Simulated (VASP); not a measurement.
W, 2 atoms in the cell. Symmetry: P6_3/mmc, No. 194, hexagonal system. Conventional cell: a = 2.752 Å, b = 2.752 Å, c = 4.894 Å, α = 90.00°, β = 90.00°, γ = 120.00°. Within 3.6 Å of W (site symmetry -6m2) lie 12 W at 2.75 to 2.92 Å. This isn't the form of W at room conditions, which is bcc.

| Quantity | Value |
| --- | --- |
| Program | VASP 6.6.1 |
| Task | single point |
| Functional | PBEsol |
| Potentials or basis | VASP PAW PBE potentials, release 64 (W_sv) |
| Cutoff | 520 eV |
| k mesh | 24 × 24 × 12 |
| Occupations | gaussian, width 0.1 eV |
| Spin | no spin polarisation |
| Dipole correction | no |
| Further INCAR settings | ALGO = Fast; EDIFF = 1e-06; NBANDS = 21 |

Potentials or basis: VASP PAW PBE potentials, release 64 (W_sv).

Command:

```bash
$ cat potpaw_PBE.64/W_sv/POTCAR > POTCAR
$ mpirun -np 1 vasp_std > vasp.out
```

Hardware: 1 thread of Intel Xeon 8259CL (shared host).

Question: How long does it take, and how much memory?

Answer: Run time: 5 min on 1 thread of Intel Xeon 8259CL, on a shared host, peak memory 0.32 GiB. Counts: scf iterations 14, k points 427.
